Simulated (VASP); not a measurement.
Here is a VASP 6.6.1 calculation.

File INCAR:

```
SYSTEM = SiGe3
PREC = Accurate
ENCUT = 520
EDIFF = 1E-6
ISMEAR = 0
SIGMA = 0.1
LREAL = .False.
LASPH = .True.
NELM = 60
ALGO = Normal
ISIF = 2
LWAVE = .False.
LCHARG = .False.
GGA = PE
NBANDS = 31
```

KPOINTS

```
Automatic mesh
0
Gamma
  18 18 6
  0 0 0
```

The input POSCAR:

```
SiGe3
1.0
    2.9553510376      0.0000000000      0.0000000000
   -1.4776755188      2.5594090756      0.0000000000
    0.0000000000      0.0000000000      9.6401957883
Si Ge
1 3
Direct
    0.6666666667      0.3333333333      0.0000000000
    0.6666666667      0.3333333333      0.5000000000
    0.3333333333      0.6666666667      0.7634417063
    0.3333333333      0.6666666667      0.2365582937
```

Potentials or basis: VASP PAW PBE potentials, release 64 (Si, Ge_d).

Command:

```sh
$ cat potpaw_PBE.64/Si/POTCAR potpaw_PBE.64/Ge_d/POTCAR > POTCAR
$ mpirun -np 1 vasp_std > vasp.out
```

Task: Estimate the band gap on the k mesh.

Result: Zero (bands 23 and 24 overlap by 9.14 eV).

Task: Predict the pressure.

Result: 0.0 GPa.
